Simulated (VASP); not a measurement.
Set up this calculation in VASP 6.6.1, as the native input.

```
Task                   : single point
Functional             : LDA
Potentials or basis    : VASP PAW LDA potentials, release 64 (Zn, O)
Cutoff                 : 520 eV
k mesh                 : 9 × 9 × 4
Occupations            : fermi-dirac, width 0.05 eV
Spin                   : no spin polarisation
Dipole correction      : no
Further INCAR settings : ALGO = Normal; EDIFF = 1e-06; NBANDS = 26
```

The structure of ZnO lies in POSCAR:

```
ZnO
1.0
    3.2879671587      0.0000000000      0.0000000000
   -1.6439835793      2.8474630862      0.0000000000
    0.0000000000      0.0000000000      7.1304413500
Zn O
2 2
Direct
    0.0000000000      0.0000000000      0.2500000000
    0.0000000000      0.0000000000      0.7500000000
    0.6666666667      0.3333333333      0.7500000000
    0.3333333333      0.6666666667      0.2500000000
```

One way to write it, as run:

INCAR

```
  PREC = Accurate
  ENCUT = 520
  EDIFF = 1E-6
  ISMEAR = -1
  SIGMA = 0.05
  LREAL = False
  LASPH = True
  NELM = 60
  ALGO = Normal
  ISIF = 2
  LWAVE = False
  LCHARG = True
  GGA = CA
  LELF = True
  LVHAR = True
  NBANDS = 26
```

KPOINTS

```
regular mesh
0
Gamma
  9 9 4
```

Potentials or basis: VASP PAW LDA potentials, release 64 (Zn, O).

Launch:

```console
$ cat potpaw_LDA.64/Zn/POTCAR potpaw_LDA.64/O/POTCAR > POTCAR
$ mpirun -np 1 vasp_std > vasp.out
```

It gave:

* Pressure: -7.4 GPa
* Band gap on the k mesh: 0.76 eV, direct

It took 42 s on 1 thread of Intel Xeon 6975P-C (shared host), peak memory 0.18 GiB.
